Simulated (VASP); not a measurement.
Input of a VASP 6.6.1 run:

INCAR

```
SYSTEM = CuO
PREC     = Accurate       ! precision mode
ENCUT    = 520            ! plane-wave cutoff, eV
EDIFF    = 1E-6           ! SCF threshold, eV
ISMEAR   = -1             ! smearing method
SIGMA    = 0.05           ! smearing width, eV
LREAL    = .FALSE.        ! projectors in reciprocal space
LASPH    = .TRUE.         ! aspherical terms in the spheres
NELM     = 150            ! most SCF steps
ALGO     = Normal         ! electronic algorithm
ISIF     = 2              ! what is computed and relaxed
LWAVE    = .FALSE.        ! write WAVECAR
LCHARG   = .TRUE.         ! write CHGCAR
LMAXMIX  = 4              ! l up to which the mixer works
LDAU     = .TRUE.         ! DFT+U
LDAUTYPE = 2            
LDAUL    = 2 -1           ! shell
LDAUU    = 4.5 0          ! U, eV
LDAUJ    = 0 0          
LDAUPRINT= 1            
GGA      = CA             ! functional
LELF     = .TRUE.         ! ELF
LVHAR    = .TRUE.       
NBANDS   = 16             ! bands
```

KPOINTS

```
regular mesh
0
G
  11 11 10
  0 0 0
```

File POSCAR:

```
CuO
1.0
    2.8363251100      0.0000000000      0.0000000000
   -1.4181625500      2.4563296000      0.0000000000
    0.0000000000      0.0000000000      2.7681127800
Cu O
1 1
Direct
    0.0000000000      0.0000000000      0.0000000000
    0.6666666667      0.3333333333      0.5000000000
```

Potentials or basis: VASP PAW LDA potentials, release 64 (Cu, O).

The run is started by

```sh
$ cat potpaw_LDA.64/Cu/POTCAR potpaw_LDA.64/O/POTCAR > POTCAR
$ mpirun -np 1 vasp_std > vasp.out
```

Task: What does it give for the band gap on the k mesh?

Result: Zero (an odd number of electrons rules out a gap without spin polarisation).

Task: Estimate the pressure.

Result: -18.7 GPa.

Stress tensor (GPa, compression positive):
```
-13.71   0.00   0.00
  0.00 -13.71   0.00
  0.00   0.00 -28.59
```

Caveat: the stress differs along the axes, from -29 to -14 GPa; an odd number of electrons without spin polarisation forces a metal; a magnetic or distorted state may lie lower; U without spin polarisation on a metal has little footing.
